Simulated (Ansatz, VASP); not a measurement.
One calculation of GaSi2, two programs

```xyz
3
Lattice="-1.7541 1.7541 4.2258 1.7541 -1.7541 4.2258 1.7541 1.7541 -4.2258" Properties=species:S:1:pos:R:3 pbc="T T T"
Ga    0.0000    0.0000    0.0000
Si    0.0000    1.7541    2.1129
Si    1.7541    0.0000    2.1129
```

Alike in both runs: functional r2SCAN; k mesh 18 × 18 × 18; occupations gaussian, width 0.1 eV; no spin polarisation.

Ansatz relaxed the structure, and its values are those at the end. VASP's run is a single point on that final structure, the one shown.

|  | VASP | Ansatz |
| --- | --- | --- |
| version | VASP 6.6.1 | Ansatz 0.2.0 |
| potentials or method | VASP PAW PBE potentials, release 64 (Ga_d, Si), cutoff 520 eV | scalar-relativistic, plane waves, PAW |
| valence electrons in the cell | 21 | 21 |

```csv
,VASP,Ansatz,Ansatz less VASP
gap on the k mesh at the Fermi level (eV),none,none,-
pressure (GPa),0.0,0.0,+0.04
```

VASP's potentials were made for PBE, not for r2SCAN. A gap of «none» marks a metal or a gap that the smearing closes. The functional is the same, so the differences come from potentials, cutoffs and numerics.
